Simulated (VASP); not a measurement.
A run of VASP 6.6.1:

The input INCAR:

```
ALGO = Normal ; EDIFF = 1E-7
EDIFFG = -0.01 ; ENCUT = 600
GGA = PE ; IBRION = 2
ISIF = 3 ; ISMEAR = 0
LASPH = True ; LCHARG = False
LREAL = False ; LWAVE = False
NELM = 80 ; NSW = 100
PREC = Accurate ; SIGMA = 0.1
```

The input KPOINTS:

```
k-points
0
Gamma
  12 12 8
```

File POSCAR:

```
SbSe2
1.0
    4.2665076846      0.0000000000      0.0000000000
    0.0000000000      4.2665076846      0.0000000000
    0.0000000000      0.0000000000      6.3985448207
Sb Se
1 2
Direct
    0.0000000000      0.0000000000      0.5000000000
    0.5000000000      0.0000000000      0.7340806513
    0.0000000000      0.5000000000      0.2659193487
```

Potentials or basis: VASP PAW PBE potentials, release 64 (Sb, Se).

The run is started by

```bash
$ cat potpaw_PBE.64/Sb/POTCAR potpaw_PBE.64/Se/POTCAR > POTCAR
$ mpirun -np 1 vasp_std > vasp.out
```

Hardware: 1 thread of Intel(R) Xeon(R) Platinum 8488C (Sapphire Rapids) (shared host).

Q: How long does it take, and how much memory?

A: Run time: 32 min on 1 thread of Intel(R) Xeon(R) Platinum 8488C (Sapphire Rapids) (shared host), peak memory 0.48 GiB. Counts: scf iterations 241, k points 140, ion steps 33.
